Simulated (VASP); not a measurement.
# Na4Sb (Im-3m) in VASP: notebook

Runs on Na4Sb. Level: PBE. Tasks: single point, relaxation of cell and atoms.

Everything below comes from runs of VASP 6.6.1. Logs are shortened: lines on timing, memory, paths and dates and some standing lists are left out, and cuts for length are marked.

## (1) The cell of the first run

It takes space group Im-3m (No. 229, cubic). Conventional cell: a = 7.276 Å, b = 7.276 Å, c = 7.276 Å, α = 90.00°, β = 90.00°, γ = 90.00°. Na (site symmetry -3m) has 2 Sb at 3.15 Å and 6 Na at 3.64 Å within 4.1 Å. Within 4.1 Å of Sb (site symmetry m-3m) lie 8 Na at 3.15 Å.

## (2) Single point, PBE

INCAR

```
SYSTEM = Na4Sb
  ALGO = Normal
  EDIFF = 1E-6
  ENCUT = 520
  GGA = PE
  ISIF = 2
  ISMEAR = 0
  LASPH = .True.
  LCHARG = .False.
  LREAL = .False.
  LWAVE = .False.
  NBANDS = 24
  NELM = 100
  PREC = Accurate
  SIGMA = 0.1
```

KPOINTS

```
k-points
0
Gamma
  8 8 8
  0 0 0
```

POSCAR

```
Na4Sb
1.0
   -3.6381134949      3.6381134949      3.6381134949
    3.6381134949     -3.6381134949      3.6381134949
    3.6381134949      3.6381134949     -3.6381134949
Na Sb
4 1
Direct
    0.5000000000      0.5000000000      0.5000000000
    0.0000000000      0.0000000000      0.5000000000
    0.0000000000      0.5000000000      0.0000000000
    0.5000000000      0.0000000000      0.0000000000
    0.0000000000      0.0000000000      0.0000000000
```

Potentials or basis: VASP PAW PBE potentials, release 64 (Na_pv, Sb).

Launch:

```
$ cat potpaw_PBE.64/Na_pv/POTCAR potpaw_PBE.64/Sb/POTCAR > POTCAR
$ mpirun -np 1 vasp_std > vasp.out
```

OUTCAR:

```text
SYSTEM = Na4Sb
   EDIFF = 1E-6
   ENCUT = 520
   GGA = PE
   ISIF = 2
   ISMEAR = 0
   LASPH = .True.
   LREAL = .False.
   NELM = 100
   PREC = Accurate

 ion  position               nearest neighbor table
   1  0.500  0.500  0.500-   5 3.15   5 3.15
   2  0.000  0.000  0.500-   5 3.15   5 3.15
   3  0.000  0.500  0.000-   5 3.15   5 3.15
   4  0.500  0.000  0.000-   5 3.15   5 3.15
   5  0.000  0.000  0.000-   1 3.15   2 3.15   3 3.15   4 3.15   2 3.15   3 3.15   4 3.15   1 3.15

  LATTYP: Found a body centered cubic cell.
 ALAT       =     7.2762269898

  Lattice vectors:

 A1 = (  -3.6381134949,   3.6381134949,   3.6381134949)
 A2 = (   3.6381134949,  -3.6381134949,   3.6381134949)
 A3 = (   3.6381134949,   3.6381134949,  -3.6381134949)

Analysis of symmetry for initial positions (statically):
=====================================================================
 Subroutine PRICEL returns:
 Original cell was already a primitive cell.

 Routine SETGRP: Setting up the symmetry group for a
 body centered cubic supercell.

 Subroutine GETGRP returns: Found 48 space group operations
 (whereof 48 operations were pure point group operations)
 out of a pool of 48 trial point group operations.

The static configuration has the point symmetry O_h .

Analysis of symmetry for dynamics (positions and initial velocities):
=====================================================================
 Subroutine PRICEL returns:
 Original cell was already a primitive cell.

 Routine SETGRP: Setting up the symmetry group for a
 body centered cubic supercell.

 Subroutine GETGRP returns: Found 48 space group operations
 (whereof 48 operations were pure point group operations)
 out of a pool of 48 trial point group operations.

The dynamic configuration has the point symmetry O_h .

 Subroutine INISYM returns: Found 48 space group operations
 (whereof 48 operations are pure point group operations),
 and found     1 'primitive' translations

----------------------------------------------------------------------------------------

                                     Primitive cell

  volume of cell :     192.6144

  direct lattice vectors                    reciprocal lattice vectors
    -3.638113495  3.638113495  3.638113495     0.000000000  0.137433865  0.137433865
     3.638113495 -3.638113495  3.638113495     0.137433865  0.000000000  0.137433865
     3.638113495  3.638113495 -3.638113495     0.137433865  0.137433865  0.000000000

  length of vectors
     6.301397417  6.301397417  6.301397417     0.194360836  0.194360836  0.194360836

  position of ions in fractional coordinates (direct lattice)
     0.500000000  0.500000000  0.500000000
     0.000000000  0.000000000  0.500000000
     0.000000000  0.500000000  0.000000000
     0.500000000  0.000000000  0.000000000
     0.000000000  0.000000000  0.000000000

  ion indices of the primitive-cell ions
   primitive index   ion index
                 1           1
                 2           2
                 3           3
                 4           4
                 5           5

----------------------------------------------------------------------------------------

 KPOINTS: k-points

Automatic generation of k-mesh.
 Grid dimensions read from file:
 generate k-points for:    8    8    8

 Generating k-lattice:

  Cartesian coordinates                     Fractional coordinates (reciprocal lattice)
     0.000000000  0.017179233  0.017179233     0.125000000  0.000000000  0.000000000
     0.017179233  0.000000000  0.017179233     0.000000000  0.125000000  0.000000000
     0.017179233  0.017179233  0.000000000     0.000000000  0.000000000  0.125000000

  Length of vectors
     0.024295105  0.024295105  0.024295105

  Shift w.r.t. Gamma in fractional coordinates (k-lattice)
     0.000000000  0.000000000  0.000000000

 Subroutine IBZKPT returns following result:
 ===========================================

 Found     29 irreducible k-points:

 Following reciprocal coordinates:
            Coordinates               Weight
  0.000000  0.000000  0.000000      1.000000
  0.125000  0.000000  0.000000     12.000000
  0.250000  0.000000  0.000000     12.000000
  0.375000  0.000000  0.000000     12.000000
  0.500000  0.000000  0.000000      6.000000
  0.125000  0.125000  0.000000     24.000000
[... 16 lines left out ...]
 -0.250000  0.250000  0.250000      6.000000
 -0.375000  0.375000  0.250000     24.000000
 [... further k-points ...]
   k-points           NKPTS =     29   k-points in BZ     NKDIM =     29   number of bands    NBANDS=     24
   number of dos      NEDOS =    301   number of ions     NIONS =      5
   total plane-waves  NPLWV = 110592
   dimension x,y,z NGX =    48 NGY =   48 NGZ =   48
   dimension x,y,z NGXF=    96 NGYF=   96 NGZF=   96
   ions per type =               4   1
   NGX,Y,Z   is equivalent  to a cutoff of  12.66, 12.66, 12.66 a.u.
   NGXF,Y,Z  is equivalent  to a cutoff of  25.33, 25.33, 25.33 a.u.
 SYSTEM =  Na4Sb
   PREC   = accura    normal or accurate (medium, high low for compatibility)
   ISTART =      0    job   : 0-new  1-cont  2-samecut
   ICHARG =      2    charge: 1-file 2-atom 10-const
   ISPIN  =      1    spin polarized calculation?
   LNONCOLLINEAR =      F non collinear calculations
   LSORBIT =      F    spin-orbit coupling
   LASPH  =      T    aspherical Exc in radial PAW
   ENCUT  =  520.0 eV  38.22 Ry    6.18 a.u.  11.72 11.72 11.72*2*pi/ulx,y,z
   NELM   =    100;   NELMIN=  2; NELMDL= -5     # of ELM steps
   EDIFF  = 0.1E-05   stopping-criterion for ELM
   LREAL  =      F    real-space projection
   EDIFFG = 0.1E-04   stopping-criterion for IOM
   NSW    =      0    number of steps for IOM
   IBRION =     -1    ionic relax: 0-MD 1-quasi-New 2-CG
   NFREE  =      0    steps in history (QN), initial steepest desc. (CG)
   ISIF   =      2    stress and relaxation
   ISYM   =      2    0-nonsym 1-usesym 2-fastsym
   POTIM  = 0.5000    time-step for ionic-motion
   TEBEG  =    0.0;   TEEND  =   0.0 temperature during run
   PSTRESS=    0.0 pullay stress
   NELECT =      33.0000    total number of electrons
   NUPDOWN=      -1.0000    fix difference up-down
   EMIN   =  10.00;   EMAX   =-10.00  energy-range for DOS
   EFERMI =   0.00;   METHOD = LEGACY
   ISMEAR =     0;   SIGMA  =   0.10  broadening in eV -4-tet -1-fermi 0-gaus
   EFERMI_NEDOS =   21; number of points for ismear=-14 and -15
   IALGO  =     38    algorithm
   IMIX   =      4    mixing-type and parameters
     AMIX     =   0.40;   BMIX     =  1.00
     AMIX_MAG =   1.60;   BMIX_MAG =  1.00
  volume/ion in A,a.u.               =      38.52       259.97
  Fermi-wavevector in a.u.,A,eV,Ry     =   0.909250  1.718233 11.248416  0.826735
  Thomas-Fermi vector in A             =   2.033272
   LORBIT       =      0    0 simple, 1 ext, 2 COOP (PROOUT), +10 PAW based schemes
   GGA     = PE    functional components
   LHFCALC =     F    Hartree Fock is set to
   AEXX    =    0.0000 exact exchange contribution
   IVDW    =     0    specifies the selected vdW correction
   LEPSILON=     F    determine dielectric tensor
   LRPA    =     F    only Hartree local field effects (RPA)
 non-spin polarized calculation
 Gauss-broadening in eV      SIGMA  =   0.10
  energy-cutoff  :      520.00
  volume of cell :      192.61
 maximum number of plane-waves:      5233
   NGX = 23   NGY = 23   NGZ = 23

 number of electron      33.0000053 magnetization

 Free energy of the ion-electron system (eV)
  ---------------------------------------------------
  ext. energy  EPLUGINS =         0.00000000
  ---------------------------------------------------
  free energy    TOTEN  =       -10.45098728 eV

  energy without entropy =      -10.44431693  energy(sigma->0) =      -10.44765211

 E-fermi :   1.3277     XC(G=0):  -6.6164

 val. band max:        1.3221883844   @ k =  -0.3750   0.3750   0.3750
 cond. band min:       1.3722576123   @ k =   0.5000   0.5000   0.3750
 fundamental gap:      0.0500692278
 Fermi energy:         1.3277429476

 k-point     1 :       0.0000    0.0000    0.0000
  band No.  band energies     occupation
      1     -23.8898      2.00000
      2     -23.8898      2.00000
      3     -23.8898      2.00000
      4     -23.8769      2.00000
      5     -23.8769      2.00000
      6     -23.8769      2.00000
[... 16 lines left out ...]
     23       3.8626      0.00000
     24       3.9187      0.00000

 k-point     2 :       0.1250    0.0000    0.0000
  band No.  band energies     occupation
      1     -23.8894      2.00000
      2     -23.8894      2.00000
      3     -23.8888      2.00000
      4     -23.8772      2.00000
      5     -23.8771      2.00000
      6     -23.8763      2.00000
[... 16 lines left out ...]
     23       4.4350      0.00000
     24       4.5639      0.00000

 k-point     3 :       0.2500    0.0000    0.0000
  band No.  band energies     occupation
      1     -23.8884      2.00000
      2     -23.8883      2.00000
      3     -23.8859      2.00000
      4     -23.8779      2.00000
      5     -23.8777      2.00000
      6     -23.8747      2.00000
[... 16 lines left out ...]
     23       5.2458      0.00000
     24       5.4685      0.00000

 k-point     4 :       0.3750    0.0000    0.0000
  band No.  band energies     occupation
      1     -23.8872      2.00000
      2     -23.8871      2.00000
      3     -23.8817      2.00000
      4     -23.8788      2.00000
      5     -23.8785      2.00000
      6     -23.8724      2.00000
[... 16 lines left out ...]
     23       5.3954      0.00000
     24       5.4851      0.00000

 k-point     5 :       0.5000    0.0000    0.0000
  band No.  band energies     occupation
      1     -23.8867      2.00000
      2     -23.8865      2.00000
      3     -23.8793      2.00000
      4     -23.8789      2.00000
      5     -23.8769      2.00000
      6     -23.8765      2.00000
[... 16 lines left out ...]
     23       6.1218      0.00000
     24       6.1960      0.00000

 k-point     6 :       0.1250    0.1250    0.0000
  band No.  band energies     occupation
      1     -23.8892      2.00000
      2     -23.8875      2.00000
      3     -23.8875      2.00000
      4     -23.8784      2.00000
      5     -23.8760      2.00000
      6     -23.8760      2.00000
[... 16 lines left out ...]
     23       4.6279      0.00000
     24       5.5345      0.00000
[... 379 lines left out ...]
 k-point    21 :      -0.3750   -0.3750    0.1250
  band No.  band energies     occupation
      1     -23.8882      2.00000
      2     -23.8882      2.00000
      3     -23.8803      2.00000
      4     -23.8800      2.00000
      5     -23.8800      2.00000
      6     -23.8695      2.00000
[... 16 lines left out ...]
     23       6.2105      0.00000
     24       6.2105      0.00000

 k-point    22 :       0.2500    0.2500    0.2500
  band No.  band energies     occupation
      1     -23.8783      2.00000
      2     -23.8783      2.00000
      3     -23.8783      2.00000
      4     -23.8777      2.00000
      5     -23.8777      2.00000
      6     -23.8777      2.00000
[... 16 lines left out ...]
     23       5.6839      0.00000
     24       5.6839      0.00000

 k-point    23 :      -0.2500    0.2500    0.2500
  band No.  band energies     occupation
      1     -23.8912      2.00000
      2     -23.8845      2.00000
      3     -23.8845      2.00000
      4     -23.8844      2.00000
      5     -23.8723      2.00000
      6     -23.8721      2.00000
[... 16 lines left out ...]
     23       5.4033      0.00000
     24       6.5828      0.00000

 k-point    24 :      -0.3750    0.3750    0.2500
  band No.  band energies     occupation
      1     -23.8913      2.00000
      2     -23.8872      2.00000
      3     -23.8832      2.00000
      4     -23.8824      2.00000
      5     -23.8759      2.00000
      6     -23.8703      2.00000
[... 16 lines left out ...]
     23       6.0221      0.00000
     24       6.2702      0.00000

 [... further k-points ...]

------------------------ aborting loop because EDIFF is reached ----------------------------------------

  FORCE on cell =-STRESS in cart. coord.  units (eV):
  Direction    XX          YY          ZZ          XY          YZ          ZX
  --------------------------------------------------------------------------------------
  -------------------------------------------------------------------------------------
  Total        0.0655671      0.0655671      0.0655671     -0.0000000      0.0000000     -0.0000000
  in kB        0.5453912      0.5453912      0.5453912     -0.0000000      0.0000000     -0.0000000
  external PRESSURE =       0.5453912 kB  Pullay stress =       0.0000000 kB

 VOLUME and BASIS-vectors are now :
 -----------------------------------------------------------------------------
  energy-cutoff  :      520.00
  volume of cell :      192.61
      direct lattice vectors                 reciprocal lattice vectors
    -3.638113495  3.638113495  3.638113495     0.000000000  0.137433865  0.137433865
     3.638113495 -3.638113495  3.638113495     0.137433865  0.000000000  0.137433865
     3.638113495  3.638113495 -3.638113495     0.137433865  0.137433865  0.000000000

 POSITION                                       TOTAL-FORCE (eV/Angst)
 -----------------------------------------------------------------------------------
      1.81906      1.81906      1.81906        -0.000000     -0.000000     -0.000000
      1.81906      1.81906     -1.81906         0.000000      0.000000     -0.000000
      1.81906     -1.81906      1.81906        -0.000000     -0.000000      0.000000
     -1.81906      1.81906      1.81906        -0.000000      0.000000     -0.000000
      0.00000      0.00000      0.00000         0.000000     -0.000000     -0.000000
 -----------------------------------------------------------------------------------
    total drift:                                0.000000      0.000000     -0.000000

  FREE ENERGIE OF THE ION-ELECTRON SYSTEM (eV)
  ---------------------------------------------------
  free  energy   TOTEN  =       -10.4509872842 eV

  energy  without entropy=      -10.4443169277  energy(sigma->0) =      -10.44765211
```

Wall time 66 s (1 thread of Intel Xeon 6975P-C (Granite Rapids), shared host); peak memory 0.37 GiB.

What came out:

* Free energy: -10.4510 eV
* Pressure: 0.1 GPa

Caveat: spin-orbit coupling is left out, which moves the levels of the heavy elements.

## (3) Relaxation of cell and atoms, PBE

INCAR

```
  PREC = Accurate
  ENCUT = 600
  EDIFF = 1E-6
  ISMEAR = 0
  SIGMA = 0.1
  LREAL = F
  LASPH = T
  NELM = 100
  ALGO = Normal
  ISIF = 3
  LWAVE = F
  LCHARG = F
  GGA = PE
  IBRION = 2
  NSW = 100
  EDIFFG = -0.01
```

KPOINTS

```
Automatic mesh
0
Gamma
  8 8 8
```

Changes to POSCAR since step 2:

```diff
@@ -2,5 +2,5 @@
 1.0
-   -3.6381134949      3.6381134949      3.6381134949
-    3.6381134949     -3.6381134949      3.6381134949
-    3.6381134949      3.6381134949     -3.6381134949
+   -3.6357034355      3.6357034355      3.6357034355
+    3.6357034355     -3.6357034355      3.6357034355
+    3.6357034355      3.6357034355     -3.6357034355
 Na Sb
```

Potentials or basis: VASP PAW PBE potentials, release 64 (Na_pv, Sb).

Launch:

```
$ cat potpaw_PBE.64/Na_pv/POTCAR potpaw_PBE.64/Sb/POTCAR > POTCAR
$ mpirun -np 1 vasp_std > vasp.out
```

Run time: 1.8 min. Hardware: 1 thread of Intel Xeon 6975P-C (Granite Rapids), shared host; peak memory 0.42 GiB.

The run converged. Its results:

```yaml
Free_energy: -10.4510 eV
Relaxed_volume: 38.56 Å³/atom
Relaxed_cell: a = 6.303 Å, b = 6.303 Å, c = 6.303 Å, α = 109.47°, β = 109.47°, γ = 109.47°
Space_group_after_relaxing_to_0.05_Å: Im-3m (No. 229)
Energy_gained_by_relaxing: 0.0 meV/atom
Ionic_steps: 2
Pressure_after_relaxing: 0.0 GPa
```

Step by step:
| step | energy change (eV) | largest force (eV/Å) | pressure (GPa) | volume (Å³) |
| --- | --- | --- | --- | --- |
| 1 | 0.0000 | 0.0000 | 0.09 | 192.23 |
| 2 | -0.0002 | 0.0000 | 0.00 | 192.80 |

Final structure:
```
CELL_PARAMETERS angstrom
-3.63930 3.63930 3.63930
3.63930 -3.63930 3.63930
3.63930 3.63930 -3.63930
ATOMIC_POSITIONS crystal
Na 0.50000 0.50000 0.50000
Na 0.00000 0.00000 0.50000
Na 0.00000 0.50000 0.00000
Na 0.50000 0.00000 0.00000
Sb 0.00000 0.00000 0.00000
```

Levels at points of the mesh, in eV from the Fermi level:
| k point | band 13 | band 14 | band 15 | band 16 | band 17 | band 18 | band 19 | band 20 |
| --- | --- | --- | --- | --- | --- | --- | --- | --- |
| (0.00, 0.00, 0.00) | -8.83 | -1.62 | -1.60 | -1.60 | -1.60 | 2.41 | 2.41 | 2.41 |
| (0.50, 0.00, 0.00) | -8.73 | -2.87 | -1.92 | -1.67 | -0.39 | 1.09 | 1.37 | 2.16 |
| (0.50, 0.50, 0.50) | -8.66 | -2.36 | -2.36 | -2.36 | -0.17 | -0.17 | 2.58 | 2.58 |

Caveat: spin-orbit coupling is left out, which moves the levels of the heavy elements.
